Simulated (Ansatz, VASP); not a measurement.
## Au: VASP beside Ansatz

The input POSCAR:

```
Au
1.0
    0.0000000000      2.0688956625      2.0688956625
    2.0688956625      0.0000000000      2.0688956625
    2.0688956625      2.0688956625      0.0000000000
Au
1
Direct
    0.0000000000      0.0000000000      0.0000000000
```

File INCAR.step1:

```
SYSTEM = Au
  PREC = Accurate
  ENCUT = 520
  EDIFF = 1E-5
  ISMEAR = 0
  SIGMA = 0.05
  LREAL = .FALSE.
  LASPH = .TRUE.
  NELM = 80
  ALGO = Normal
  ISIF = 2
  LWAVE = .TRUE.
  LCHARG = .FALSE.
  NBANDS = 12
  GGA = PE
```

File INCAR.step2:

```
SYSTEM = Au
  PREC = Accurate
  ENCUT = 520
  EDIFF = 1E-7
  ISMEAR = 0
  SIGMA = 0.05
  LREAL = .FALSE.
  LASPH = .TRUE.
  NELM = 80
  ALGO = Normal
  ISIF = 2
  LWAVE = .FALSE.
  LCHARG = .FALSE.
  GGA = PE
  LHFCALC = .TRUE.
  HFSCREEN = 0.2079
  PRECFOCK = Normal
  NBANDS = 12
  ISTART = 1
```

File KPOINTS:

```
regular mesh
0
G
  8 8 8
  0 0 0
```

Input for Ansatz:

```yaml
crystal:
  lattice:
    - [0.0, 2.0688956625, 2.0688956625]
    - [2.0688956625, 0.0, 2.0688956625]
    - [2.0688956625, 2.0688956625, 0.0]
  atoms:
    - { symbol: Au, position: [0.0, 0.0, 0.0] }
basis:
  ecutwfc: 420
  ecutrho_ratio: 4
kpoints:
  mp_grid: { grid: [8, 8, 8] }
hamiltonian:
  xc: hse06
scf:
  occupations: { method: gaussian, width: 0.05 }
output:
  forces: true
  stress: true
  eigenvalues: true
```

Alike in both runs: task single point; functional HSE06; k mesh 8 × 8 × 8; occupations gaussian, width 0.05 eV; no spin polarisation.

|  | VASP | Ansatz |
| --- | --- | --- |
| version | VASP 6.6.1 | Ansatz 0.2.0 |
| potentials or method | VASP PAW PBE potentials, release 64 (Au), cutoff 520 eV | scalar-relativistic, plane waves, PAW |
| valence electrons in the cell | 11 | 19 |

Ansatz gave:

* gap on the k mesh at the Fermi level (eV): none
* pressure (GPa): -0.3

Problem. Which values does VASP return?

Solution. gap on the k mesh at the Fermi level (eV): none; pressure (GPa): -0.2.

A gap of «none» marks a metal or a gap that the smearing closes. VASP's potentials hold 11 valence electrons a cell and Ansatz's 19, so a difference there can come from the potentials and not from the codes. Ansatz's warnings: filled band counts differ across k points, stress exchange threshold loose, stress scf threshold loose.

Spin-orbit coupling is off throughout.
